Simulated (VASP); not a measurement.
# W (Im-3m) in VASP: a series of runs, part 2 of 2

VASP 6.6.1.

**3. Single point, r2SCAN**

This run uses another cell than the first one, of 15.91 Å³/atom.

The input, POSCAR:

```
W
1.0
   -1.5844673482      1.5844673482      1.5844673482
    1.5844673482     -1.5844673482      1.5844673482
    1.5844673482      1.5844673482     -1.5844673482
W
1
Direct
    0.0000000000      0.0000000000      0.0000000000
```

The input, INCAR.step1:

```
ALGO = Normal
EDIFF = 1E-4
ENCUT = 520
GGA = PE
ISMEAR = 1
LASPH = T
LCHARG = F
LREAL = F
LWAVE = T
NBANDS = 13
NELM = 80
PREC = Accurate
SIGMA = 0.1
```

The input, INCAR.step2:

```
ALGO = Normal
EDIFF = 1E-7
ENCUT = 520
ISIF = 2
ISMEAR = 1
ISTART = 1
LASPH = T
LCHARG = F
LMIXTAU = T
LREAL = F
LWAVE = F
METAGGA = R2SCAN
NBANDS = 13
NELM = 80
PREC = Accurate
SIGMA = 0.1
```

The input, KPOINTS:

```
k-points
0
Gamma
  24 24 24
```

Potentials or basis: VASP PAW PBE potentials, release 64 (W_sv).

The run is started by

```console
> cat potpaw_PBE.64/W_sv/POTCAR > POTCAR
> cp INCAR.step1 INCAR
> mpirun -np 1 vasp_std > vasp.out
> cp INCAR.step2 INCAR
> mpirun -np 1 vasp_std > vasp.out
```

OUTCAR:

```text
EDIFF = 1E-7
   ENCUT = 520
   ISIF = 2
   ISMEAR = 1
   ISTART = 1
   LASPH = T
   LREAL = F
   METAGGA = R2SCAN
   NELM = 80
   PREC = Accurate

 ion  position               nearest neighbor table
   1  0.000  0.000  0.000-

  LATTYP: Found a body centered cubic cell.
 ALAT       =     3.1689346964

  Lattice vectors:

 A1 = (  -1.5844673482,   1.5844673482,   1.5844673482)
 A2 = (   1.5844673482,  -1.5844673482,   1.5844673482)
 A3 = (   1.5844673482,   1.5844673482,  -1.5844673482)

Analysis of symmetry for initial positions (statically):
=====================================================================
 Subroutine PRICEL returns:
 Original cell was already a primitive cell.

 Routine SETGRP: Setting up the symmetry group for a
 body centered cubic supercell.

 Subroutine GETGRP returns: Found 48 space group operations
 (whereof 48 operations were pure point group operations)
 out of a pool of 48 trial point group operations.

The static configuration has the point symmetry O_h .

Analysis of symmetry for dynamics (positions and initial velocities):
=====================================================================
 Subroutine PRICEL returns:
 Original cell was already a primitive cell.

 Routine SETGRP: Setting up the symmetry group for a
 body centered cubic supercell.

 Subroutine GETGRP returns: Found 48 space group operations
 (whereof 48 operations were pure point group operations)
 out of a pool of 48 trial point group operations.

The dynamic configuration has the point symmetry O_h .

 Subroutine INISYM returns: Found 48 space group operations
 (whereof 48 operations are pure point group operations),
 and found     1 'primitive' translations

----------------------------------------------------------------------------------------

                                     Primitive cell

  volume of cell :      15.9115

  direct lattice vectors                    reciprocal lattice vectors
    -1.584467348  1.584467348  1.584467348     0.000000000  0.315563461  0.315563461
     1.584467348 -1.584467348  1.584467348     0.315563461  0.000000000  0.315563461
     1.584467348  1.584467348 -1.584467348     0.315563461  0.315563461  0.000000000

  length of vectors
     2.744377950  2.744377950  2.744377950     0.446274126  0.446274126  0.446274126

  position of ions in fractional coordinates (direct lattice)
     0.000000000  0.000000000  0.000000000

  ion indices of the primitive-cell ions
   primitive index   ion index
                 1           1

----------------------------------------------------------------------------------------

 KPOINTS: k-points

Automatic generation of k-mesh.
 Grid dimensions read from file:
 generate k-points for:   24   24   24

 Generating k-lattice:

  Cartesian coordinates                     Fractional coordinates (reciprocal lattice)
     0.000000000  0.013148478  0.013148478     0.041666667  0.000000000  0.000000000
     0.013148478  0.000000000  0.013148478     0.000000000  0.041666667  0.000000000
     0.013148478  0.013148478  0.000000000     0.000000000  0.000000000  0.041666667

  Length of vectors
     0.018594755  0.018594755  0.018594755

  Shift w.r.t. Gamma in fractional coordinates (k-lattice)
     0.000000000  0.000000000  0.000000000

 Subroutine IBZKPT returns following result:
 ===========================================

 Found    413 irreducible k-points:

 Following reciprocal coordinates:
            Coordinates               Weight
  0.000000  0.000000  0.000000      1.000000
  0.041667  0.000000  0.000000     12.000000
  0.083333  0.000000  0.000000     12.000000
  0.125000  0.000000  0.000000     12.000000
  0.166667  0.000000  0.000000     12.000000
  0.208333  0.000000  0.000000     12.000000
[... 16 lines left out ...]
  0.416667  0.041667  0.000000     48.000000
  0.458333  0.041667  0.000000     48.000000
 [... further k-points ...]
   k-points           NKPTS =    413   k-points in BZ     NKDIM =    413   number of bands    NBANDS=     13
   number of dos      NEDOS =    301   number of ions     NIONS =      1
   total plane-waves  NPLWV =   8000
   dimension x,y,z NGX =    20 NGY =   20 NGZ =   20
   dimension x,y,z NGXF=    40 NGYF=   40 NGZF=   40
   ions per type =               1
   NGX,Y,Z   is equivalent  to a cutoff of  12.12, 12.12, 12.12 a.u.
   NGXF,Y,Z  is equivalent  to a cutoff of  24.23, 24.23, 24.23 a.u.
 SYSTEM =  unknown system
   PREC   = accura    normal or accurate (medium, high low for compatibility)
   ISTART =      1    job   : 0-new  1-cont  2-samecut
   ICHARG =      0    charge: 1-file 2-atom 10-const
   ISPIN  =      1    spin polarized calculation?
   LNONCOLLINEAR =      F non collinear calculations
   LSORBIT =      F    spin-orbit coupling
   LASPH  =      T    aspherical Exc in radial PAW
   ENCUT  =  520.0 eV  38.22 Ry    6.18 a.u.   5.10  5.10  5.10*2*pi/ulx,y,z
   NELM   =     80;   NELMIN=  2; NELMDL=  0     # of ELM steps
   EDIFF  = 0.1E-06   stopping-criterion for ELM
   LREAL  =      F    real-space projection
   EDIFFG = 0.1E-05   stopping-criterion for IOM
   NSW    =      0    number of steps for IOM
   IBRION =     -1    ionic relax: 0-MD 1-quasi-New 2-CG
   NFREE  =      0    steps in history (QN), initial steepest desc. (CG)
   ISIF   =      2    stress and relaxation
   ISYM   =      2    0-nonsym 1-usesym 2-fastsym
   POTIM  = 0.5000    time-step for ionic-motion
   TEBEG  =    0.0;   TEEND  =   0.0 temperature during run
   PSTRESS=    0.0 pullay stress
   NELECT =      14.0000    total number of electrons
   NUPDOWN=      -1.0000    fix difference up-down
   EMIN   =  10.00;   EMAX   =-10.00  energy-range for DOS
   EFERMI =   0.00;   METHOD = LEGACY
   ISMEAR =     1;   SIGMA  =   0.10  broadening in eV -4-tet -1-fermi 0-gaus
   EFERMI_NEDOS =   21; number of points for ismear=-14 and -15
   IALGO  =     38    algorithm
   IMIX   =      4    mixing-type and parameters
     AMIX     =   0.40;   BMIX     =  1.00
     AMIX_MAG =   1.60;   BMIX_MAG =  1.00
  volume/ion in A,a.u.               =      15.91       107.38
  Fermi-wavevector in a.u.,A,eV,Ry     =   1.568728  2.964465 33.482665  2.460906
  Thomas-Fermi vector in A             =   2.670716
   LORBIT       =      0    0 simple, 1 ext, 2 COOP (PROOUT), +10 PAW based schemes
   METAGGA = R2SCAN    functional components
   LHFCALC =     F    Hartree Fock is set to
   AEXX    =    0.0000 exact exchange contribution
   IVDW    =     0    specifies the selected vdW correction
   LEPSILON=     F    determine dielectric tensor
   LRPA    =     F    only Hartree local field effects (RPA)
 non-spin polarized calculation
 Methfessel and Paxton  Order N= 1 SIGMA  =   0.10
  energy-cutoff  :      520.00
  volume of cell :       15.91
 maximum number of plane-waves:       444
   NGX = 11   NGY = 11   NGZ = 11

 number of electron      14.0000003 magnetization

 Free energy of the ion-electron system (eV)
  ---------------------------------------------------
  ext. energy  EPLUGINS =         0.00000000
  ---------------------------------------------------
  free energy    TOTEN  =       -51.35400242 eV

  energy without entropy =      -51.35398729  energy(sigma->0) =      -51.35399737

 E-fermi :  11.2784     XC(G=0): -14.9362

 val. band max:       11.2726825140   @ k =   0.1667   0.0000   0.0000
 cond. band min:      11.2809887912   @ k =  -0.2500   0.2917   0.1250
 fundamental gap:      0.0083062772
 Fermi energy:        11.2784246563

 k-point     1 :       0.0000    0.0000    0.0000
  band No.  band energies     occupation
      1     -64.8887      2.00000
      2     -27.7536      2.00000
      3     -27.7536      2.00000
      4     -27.7536      2.00000
      5       1.1275      2.00000
      6       9.9577      2.00000
      7       9.9577      2.00000
      8       9.9577      2.00000
      9      13.7869      0.00000
     10      13.7869      0.00000
     11      26.4869      0.00000
     12      26.4869      0.00000
     13      26.4869      0.00000
[... 353 lines left out ...]
 k-point    24 :       0.4583    0.0417    0.0000
  band No.  band energies     occupation
      1     -64.7398      2.00000
      2     -29.0967      2.00000
      3     -28.1966      2.00000
      4     -27.7712      2.00000
      5       4.7640      2.00000
      6       7.5278      2.00000
      7      11.5231     -0.00293
      8      13.6007      0.00000
      9      14.7448      0.00000
     10      17.5718      0.00000
     11      22.8002      0.00000
     12      23.4768      0.00000
     13      28.8612      0.00000

 [... further k-points ...]
[... 5 lines left out ...]
  --------------------------------------------------------------------------------------
  -------------------------------------------------------------------------------------
  Total        0.1217906      0.1217906      0.1217906      0.0000000      0.0000000     -0.0000000
  in kB       12.2635021     12.2635021     12.2635021      0.0000000      0.0000000     -0.0000000
  external PRESSURE =      12.2635021 kB  Pullay stress =       0.0000000 kB

 VOLUME and BASIS-vectors are now :
 -----------------------------------------------------------------------------
  energy-cutoff  :      520.00
  volume of cell :       15.91
      direct lattice vectors                 reciprocal lattice vectors
    -1.584467348  1.584467348  1.584467348     0.000000000  0.315563461  0.315563461
     1.584467348 -1.584467348  1.584467348     0.315563461  0.000000000  0.315563461
     1.584467348  1.584467348 -1.584467348     0.315563461  0.315563461  0.000000000

 POSITION                                       TOTAL-FORCE (eV/Angst)
 -----------------------------------------------------------------------------------
      0.00000      0.00000      0.00000         0.000000      0.000000     -0.000000
 -----------------------------------------------------------------------------------
    total drift:                                0.000000      0.000000      0.000000

  FREE ENERGIE OF THE ION-ELECTRON SYSTEM (eV)
  ---------------------------------------------------
  free  energy   TOTEN  =       -51.3540024197 eV

  energy  without entropy=      -51.3539872852  energy(sigma->0) =      -51.35399737
```

OUTCAR.step1:

```text
EDIFF = 1E-4
   ENCUT = 520
   GGA = PE
   ISMEAR = 1
   LASPH = T
[... 599 lines left out ...]

 POSITION                                       TOTAL-FORCE (eV/Angst)
 -----------------------------------------------------------------------------------
      0.00000      0.00000      0.00000         0.000000      0.000000     -0.000000
 -----------------------------------------------------------------------------------
    total drift:                                0.000000      0.000000      0.000000

  FREE ENERGIE OF THE ION-ELECTRON SYSTEM (eV)
  ---------------------------------------------------
  free  energy   TOTEN  =       -12.9522666314 eV

  energy  without entropy=      -12.9521891910  energy(sigma->0) =      -12.95224082
```

Run time: 3.4 min. Hardware: 1 thread of Intel Xeon Platinum 8259CL at 2.50GHz (Skylake/Cascade Lake), shared host; peak memory 0.19 GiB.

Results:

```
Free energy            : -51.3540 eV
Pressure               : 1.2 GPa
Band gap on the k mesh : zero (bands 7 and 8 overlap by 6.59 eV)
```

Caveat: the PAW data sets were made with another functional, which shifts forces and pressure a little; spin-orbit coupling is left out, which moves the levels of the heavy elements.
